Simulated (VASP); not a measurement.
# PtSe2 (C2/m) in VASP: a series of runs, part 3 of 3

VASP 6.6.1.

### 6 Single point, PBEsol+D3(BJ) (normal strain along x +0.1500, normal strain along y -0.1500)

The input, INCAR:

```
SYSTEM = PtSe2
PREC     = Accurate       ! precision mode
ENCUT    = 520            ! plane-wave cutoff, eV
EDIFF    = 1E-6           ! SCF threshold, eV
ISMEAR   = 0              ! smearing method
SIGMA    = 0.15           ! smearing width, eV
LREAL    = .False.        ! projectors in reciprocal space
LASPH    = .True.         ! aspherical terms in the spheres
NELM     = 60             ! most SCF steps
ALGO     = Normal         ! electronic algorithm
ISIF     = 2              ! what is computed and relaxed
LWAVE    = .False.        ! write WAVECAR
LCHARG   = .False.        ! write CHGCAR
GGA      = PS             ! functional
IVDW     = 12             ! dispersion correction
NBANDS   = 18             ! bands
```

The input, KPOINTS:

```
regular mesh
0
Gamma
  12 12 8
  0 0 0
```

The input, POSCAR:

```
PtSe2
1.0
    4.2996942953      0.0000000000      0.0000000000
   -2.1498471476      2.7522589696      0.0000000000
    0.0000000000      0.0000000000      4.6296715343
Pt Se
1 2
Direct
    0.0000000000      0.0000000000      0.0000000000
    0.3333333333      0.6666666667      0.2721511594
    0.6666666667      0.3333333333      0.7278488406
```

Potentials or basis: VASP PAW PBE potentials, release 64 (Pt, Se).

Started as:

```sh
> cat potpaw_PBE.64/Pt/POTCAR potpaw_PBE.64/Se/POTCAR > POTCAR
> mpirun -np 1 vasp_std > vasp.out
```

OUTCAR:

```text
SYSTEM = PtSe2
   PREC = Accurate
   ENCUT = 520
   EDIFF = 1E-6
   ISMEAR = 0
   LREAL = .False.
   LASPH = .True.
   NELM = 60
   ISIF = 2
   GGA = PS
   IVDW = 12
 IVDW          = 12

 ion  position               nearest neighbor table
   1  0.000  0.000  0.000-   2 2.23   3 2.23   3 2.66   2 2.66   3 2.66   2 2.66
   2  0.333  0.667  0.272-   1 2.23   1 2.66   1 2.66
   3  0.667  0.333  0.728-   1 2.23   1 2.66   1 2.66

  Warning from LATTYP: Monoclinic adjustment (A1->A3, A2->A1, A3->A2)!
  LATTYP: Found a base centered orthorhombic cell.
 ALAT       =     4.2996942953
 B/A-ratio  =     1.2802114665
 C/A-ratio  =     1.0767443489

  Lattice vectors:

 A1 = (   2.1498471476,  -2.7522589696,   0.0000000000)
 A2 = (   2.1498471477,   2.7522589696,   0.0000000000)
 A3 = (   0.0000000000,   0.0000000000,   4.6296715343)

Analysis of symmetry for initial positions (statically):
=====================================================================
 Subroutine PRICEL returns:
 Original cell was already a primitive cell.

 Routine SETGRP: Setting up the symmetry group for a
 base centered orthorhombic supercell.

 Subroutine GETGRP returns: Found  4 space group operations
 (whereof  4 operations were pure point group operations)
 out of a pool of  8 trial point group operations.

The static configuration has the point symmetry C_2h.

Analysis of symmetry for dynamics (positions and initial velocities):
=====================================================================
 Subroutine PRICEL returns:
 Original cell was already a primitive cell.

 Routine SETGRP: Setting up the symmetry group for a
 base centered orthorhombic supercell.

 Subroutine GETGRP returns: Found  4 space group operations
 (whereof  4 operations were pure point group operations)
 out of a pool of  8 trial point group operations.

The dynamic configuration has the point symmetry C_2h.

 Subroutine INISYM returns: Found  4 space group operations
 (whereof  4 operations are pure point group operations),
 and found     1 'primitive' translations

----------------------------------------------------------------------------------------

                                     Primitive cell

  volume of cell :      54.7869

  direct lattice vectors                    reciprocal lattice vectors
     4.299694295  0.000000000  0.000000000     0.232574674  0.181668951  0.000000000
    -2.149847148  2.752258970  0.000000000     0.000000000  0.363337902  0.000000000
     0.000000000  0.000000000  4.629671534     0.000000000  0.000000000  0.215998045

  length of vectors
     4.299694295  3.492387750  4.629671534     0.295117920  0.363337902  0.215998045

  position of ions in fractional coordinates (direct lattice)
     0.000000000  0.000000000  0.000000000
     0.333333333  0.666666667  0.272151159
     0.666666667  0.333333333  0.727848841

  ion indices of the primitive-cell ions
   primitive index   ion index
                 1           1
                 2           2
                 3           3

----------------------------------------------------------------------------------------

 KPOINTS: regular mesh

Automatic generation of k-mesh.
 Grid dimensions read from file:
 generate k-points for:   12   12    8

 Generating k-lattice:

  Cartesian coordinates                     Fractional coordinates (reciprocal lattice)
     0.019381223  0.015139079  0.000000000     0.083333333  0.000000000  0.000000000
     0.000000000  0.030278159  0.000000000     0.000000000  0.083333333  0.000000000
     0.000000000  0.000000000  0.026999756     0.000000000  0.000000000  0.125000000

  Length of vectors
     0.024593160  0.030278159  0.026999756

  Shift w.r.t. Gamma in fractional coordinates (k-lattice)
     0.000000000  0.000000000  0.000000000

 Subroutine IBZKPT returns following result:
 ===========================================

 Found    320 irreducible k-points:

 Following reciprocal coordinates:
            Coordinates               Weight
  0.000000  0.000000  0.000000      1.000000
  0.083333 -0.000000  0.000000      4.000000
  0.166667 -0.000000  0.000000      4.000000
  0.250000 -0.000000  0.000000      4.000000
  0.333333 -0.000000  0.000000      4.000000
  0.416667 -0.000000  0.000000      4.000000
[... 16 lines left out ...]
  0.333333  0.166667  0.000000      4.000000
  0.416667  0.166667  0.000000      4.000000
 [... further k-points ...]
   k-points           NKPTS =    320   k-points in BZ     NKDIM =    320   number of bands    NBANDS=     18
   number of dos      NEDOS =    301   number of ions     NIONS =      3
   total plane-waves  NPLWV =  32256
   dimension x,y,z NGX =    32 NGY =   28 NGZ =   36
   dimension x,y,z NGXF=    64 NGYF=   56 NGZF=   72
   ions per type =               1   2
   NGX,Y,Z   is equivalent  to a cutoff of  12.37, 13.33, 12.93 a.u.
   NGXF,Y,Z  is equivalent  to a cutoff of  24.75, 26.66, 25.85 a.u.
 SYSTEM =  PtSe2
   PREC   = accura    normal or accurate (medium, high low for compatibility)
   ISTART =      0    job   : 0-new  1-cont  2-samecut
   ICHARG =      2    charge: 1-file 2-atom 10-const
   ISPIN  =      1    spin polarized calculation?
   LNONCOLLINEAR =      F non collinear calculations
   LSORBIT =      F    spin-orbit coupling
   LASPH  =      T    aspherical Exc in radial PAW
   ENCUT  =  520.0 eV  38.22 Ry    6.18 a.u.   7.99  6.49  8.61*2*pi/ulx,y,z
   NELM   =     60;   NELMIN=  2; NELMDL= -5     # of ELM steps
   EDIFF  = 0.1E-05   stopping-criterion for ELM
   LREAL  =      F    real-space projection
   EDIFFG = 0.1E-04   stopping-criterion for IOM
   NSW    =      0    number of steps for IOM
   IBRION =     -1    ionic relax: 0-MD 1-quasi-New 2-CG
   NFREE  =      0    steps in history (QN), initial steepest desc. (CG)
   ISIF   =      2    stress and relaxation
   ISYM   =      2    0-nonsym 1-usesym 2-fastsym
   POTIM  = 0.5000    time-step for ionic-motion
   TEBEG  =    0.0;   TEEND  =   0.0 temperature during run
   PSTRESS=    0.0 pullay stress
   NELECT =      22.0000    total number of electrons
   NUPDOWN=      -1.0000    fix difference up-down
   EMIN   =  10.00;   EMAX   =-10.00  energy-range for DOS
   EFERMI =   0.00;   METHOD = LEGACY
   ISMEAR =     0;   SIGMA  =   0.15  broadening in eV -4-tet -1-fermi 0-gaus
   EFERMI_NEDOS =   21; number of points for ismear=-14 and -15
   IALGO  =     38    algorithm
   IMIX   =      4    mixing-type and parameters
     AMIX     =   0.40;   BMIX     =  1.00
     AMIX_MAG =   1.60;   BMIX_MAG =  1.00
  volume/ion in A,a.u.               =      18.26       123.24
  Fermi-wavevector in a.u.,A,eV,Ry     =   1.207786  2.282385 19.847463  1.458747
  Thomas-Fermi vector in A             =   2.343413
   LORBIT       =      0    0 simple, 1 ext, 2 COOP (PROOUT), +10 PAW based schemes
   GGA     = PS    functional components
   LHFCALC =     F    Hartree Fock is set to
   AEXX    =    0.0000 exact exchange contribution
   IVDW    =    12    specifies the selected vdW correction
   LEPSILON=     F    determine dielectric tensor
   LRPA    =     F    only Hartree local field effects (RPA)
 non-spin polarized calculation
 Gauss-broadening in eV      SIGMA  =   0.15
  energy-cutoff  :      520.00
  volume of cell :       54.79
 maximum number of plane-waves:      1493
   NGX = 15   NGY = 13   NGZ = 17

 number of electron      21.9999997 magnetization

 Free energy of the ion-electron system (eV)
  ---------------------------------------------------
  ext. energy  EPLUGINS =         0.00000000
  ---------------------------------------------------
  free energy    TOTEN  =       -14.29015196 eV

  energy without entropy =      -14.27583198  energy(sigma->0) =      -14.28299197

 E-fermi :   7.4802     XC(G=0): -11.4116

 val. band max:        7.4798933778   @ k =   0.0833  -0.0000   0.2500
 cond. band min:       7.4806371771   @ k =   0.0000   0.1667   0.2500
 fundamental gap:      0.0007437992
 Fermi energy:         7.4801958620

 k-point     1 :       0.0000    0.0000    0.0000
  band No.  band energies     occupation
      1      -8.8694      2.00000
      2      -5.0799      2.00000
      3      -0.2979      2.00000
      4       0.8992      2.00000
      5       0.9001      2.00000
      6       3.4209      2.00000
[... 481 lines left out ...]
      5       1.8105      2.00000
      6       2.6967      2.00000
[... 10 lines left out ...]
     17      16.9166      0.00000
     18      17.4315      0.00000

 [... further k-points ...]

------------------------ aborting loop because EDIFF is reached ----------------------------------------

 Edisp (eV)   -1.42773

 E8    (eV) :    -0.9296

  FORCE on cell =-STRESS in cart. coord.  units (eV):
  Direction    XX          YY          ZZ          XY          YZ          ZX
  --------------------------------------------------------------------------------------
  -------------------------------------------------------------------------------------
  Total      -4.95894    14.84107     5.03339     0.00000     9.23688     0.00000
  in kB    -145.01816   434.00891   147.19536     0.00000   270.12136     0.00000
  external pressure =      145.40 kB  Pullay stress =        0.00 kB

 VOLUME and BASIS-vectors are now :
 -----------------------------------------------------------------------------
  energy-cutoff  :      520.00
  volume of cell :       54.79
      direct lattice vectors                 reciprocal lattice vectors
     4.299694295  0.000000000  0.000000000     0.232574674  0.181668951  0.000000000
    -2.149847148  2.752258970  0.000000000     0.000000000  0.363337902  0.000000000
     0.000000000  0.000000000  4.629671534     0.000000000  0.000000000  0.215998045

 POSITION                                       TOTAL-FORCE (eV/Angst)
 -----------------------------------------------------------------------------------
      0.00000      0.00000      0.00000         0.000000      0.000000      0.000000
     -0.00000      1.83484      1.25997         0.000000      2.481732      1.556968
      2.14985      0.91742      3.36970        -0.000000     -2.481732     -1.556968
 -----------------------------------------------------------------------------------
    total drift:                               -0.000000     -0.000000      0.000000

  FREE ENERGIE OF THE ION-ELECTRON SYSTEM (eV)
  ---------------------------------------------------
  free  energy   TOTEN  =       -15.7178816329 eV

  energy  without entropy=      -15.7035616537  energy(sigma->0) =      -15.71072164
```

Run time: 4.5 min. Hardware: 1 thread of Intel Xeon 8259CL, shared host; peak memory 0.44 GiB.

What came out:

* Free energy: -15.7179 eV
* Pressure: 14.5 GPa
* Largest force: 2.930 eV/Å
* Band gap on the k mesh: zero (bands 11 and 12 overlap by 1.21 eV)
* Dispersion energy per atom: -0.476 eV

Forces in eV/Å, atoms in the order of the input:
```
Pt   0.000  0.000  0.000
Se   0.000  2.482  1.557
Se   0.000 -2.482 -1.557
```

Stress tensor (GPa, compression positive):
```
-14.50   0.00   0.00
  0.00  43.40  27.01
  0.00  27.01  14.72
```

Levels at points of the mesh, in eV from the Fermi level:
```csv
k point,band 7,band 8,band 9,band 10,band 11,band 12,band 13,band 14,band 15,band 16
"(0.00, 0.00, 0.00)",-3.38,-2.57,-1.27,-0.51,0.80,0.83,0.96,3.38,5.50,5.71
"(0.50, 0.00, 0.00)",-4.08,-3.58,-2.86,-2.56,-2.52,0.32,2.89,6.74,7.56,8.17
"(0.00, 0.50, 0.00)",-3.90,-3.37,-3.07,-2.79,-2.39,1.27,2.38,3.88,4.27,5.04
"(0.00, 0.00, 0.50)",-3.51,-3.16,-2.03,-1.54,-1.05,1.95,2.14,4.78,5.02,7.38
"(0.50, 0.00, 0.50)",-3.53,-3.35,-2.78,-1.47,-0.46,0.87,2.38,5.12,5.79,7.77
"(0.00, 0.50, 0.50)",-4.01,-3.40,-3.07,-2.22,-1.87,-0.05,0.83,4.91,6.38,8.77
```

Caveat: the cell differs from its parent crystal (normal strain along x +0.1500, normal strain along y -0.1500); the stress differs along the axes, from -15 to 43 GPa; the PAW data sets were made with another functional, which shifts forces and pressure a little; spin-orbit coupling is left out, which moves the levels of the heavy elements.

### 7 The runs side by side

```tsv
cell	gap on the mesh (eV)	pressure (GPa)	largest force (eV/Å)
a = 4.019, b = 3.408, c = 4.630 Å, angles 90.0, 90.0, 126.1°, 3 atoms	none	25.6	3.30
a = 3.458, b = 3.671, c = 4.630 Å, angles 90.0, 90.0, 118.1°, 3 atoms	none	16.4	1.20
a = 3.739, b = 3.531, c = 4.630 Å, angles 90.0, 90.0, 122.0°, 3 atoms	none	16.5	1.27
a = 3.178, b = 4.049, c = 4.630 Å, angles 90.0, 90.0, 113.1°, 3 atoms	none	11.0	1.42
a = 4.300, b = 3.492, c = 4.630 Å, angles 90.0, 90.0, 128.0°, 3 atoms	none	14.5	2.93
```

Alike in all rows: task single point; level PBEsol+D3(BJ); potentials or basis VASP PAW PBE potentials, release 64 (Pt, Se); no spin polarisation; k mesh 12 × 12 × 8; cutoff (eV) 520; smearing gaussian 0.15 eV.

Caveats: the PAW data sets were made with another functional, which shifts forces and pressure a little; spin-orbit coupling is left out, which moves the levels of the heavy elements; the stress differs along the axes, from -1 to 56 GPa (at least some runs); the stress differs along the axes, from 11 to 27 GPa (at least some runs); the stress differs along the axes, from 10 to 28 GPa (at least some runs); the stress differs along the axes, from -6 to 30 GPa (at least some runs); the stress differs along the axes, from -15 to 43 GPa (at least some runs).

Total energies depend on the potentials used, so only differences within one code and one set of settings carry meaning.

The gap in the log of VASP goes by the Fermi energy; the results here count the filled bands.